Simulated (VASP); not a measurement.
Write the native input for VASP 6.6.1 that does the following.

```yaml
Task: single point
Functional: PBEsol
Potentials_or_basis: VASP PAW PBE potentials, release 64 (Pb_d, S)
Cutoff: 520 eV
k_mesh: 8 × 8 × 8
Occupations: fermi-dirac, width 0.05 eV
Spin: no spin polarisation
Dipole_correction: no
Further_INCAR_settings: ALGO = Normal; EDIFF = 1e-07; NBANDS = 17
```

The structure of PbS lies in POSCAR:

```
PbS
1.0
    2.1266532507      1.2278238267      3.4747772906
   -2.1266532507      1.2278238267      3.4747772906
    0.0000000000     -2.4556476535      3.4747772906
Pb S
1 1
Direct
    0.9805657800      0.9805657800      0.9805657800
    0.4750355500      0.4750355500      0.4750355500
```

These files were run (other wordings do the same):

INCAR

```
  ALGO = Normal
  EDIFF = 1E-7
  ENCUT = 520
  GGA = PS
  ISIF = 2
  ISMEAR = -1
  LASPH = True
  LCHARG = False
  LREAL = False
  LWAVE = False
  NBANDS = 17
  NELM = 60
  PREC = Accurate
  SIGMA = 0.05
```

KPOINTS

```
k-points
0
Gamma
  8 8 8
```

Potentials or basis: VASP PAW PBE potentials, release 64 (Pb_d, S).

The run is started by

```console
$ cat potpaw_PBE.64/Pb_d/POTCAR potpaw_PBE.64/S/POTCAR > POTCAR
$ mpirun -np 1 vasp_std > vasp.out
```

It gave:

```yaml
Pressure: -3.0 GPa
Band_gap_on_the_k_mesh: 0.42 eV, direct
```

Caveat: the PAW data sets were made with another functional, which shifts forces and pressure a little; spin-orbit coupling is left out, which moves the levels of the heavy elements.

It took 51 s on 1 thread of AMD EPYC 7R13 Processor (Zen 3), on a shared host, peak memory 0.18 GiB.
